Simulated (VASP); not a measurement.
Here is a VASP 6.6.1 calculation.

File INCAR:

```
ALGO = Normal
EDIFF = 1E-6
ENCUT = 600
GGA = PS
GGA_COMPAT = False
ISIF = 2
ISMEAR = 0
LASPH = True
LCHARG = False
LREAL = False
LWAVE = False
NBANDS = 16
NELM = 120
PREC = Accurate
SIGMA = 0.01
```

The input KPOINTS:

```
k-points
0
Gamma
  9 9 4
```

Contents of POSCAR:

```
MgO
1.0
    2.9230552965      0.0000000000      0.0000000000
   -1.4615276482      2.5314401434      0.0000000000
    0.0000000000      0.0000000000      5.0921016473
Mg O
2 2
Direct
    0.0000000000      0.0000000000      0.0000000000
    0.0000000000      0.0000000000      0.5000000000
    0.3333333333      0.6666666667      0.2500000000
    0.6666666667      0.3333333333      0.7500000000
```

Potentials or basis: VASP PAW PBE potentials, release 64 (Mg, O).

Command:

```bash
$ cat potpaw_PBE.64/Mg/POTCAR potpaw_PBE.64/O/POTCAR > POTCAR
$ mpirun -np 1 vasp_std > vasp.out
```

(1) Estimate the band gap on the k mesh.

(2) Predict the pressure.

Answers

(1) 4.36 eV, direct.

(2) 0.6 GPa.

Caveat: the PAW data sets were made with another functional, which shifts forces and pressure a little.
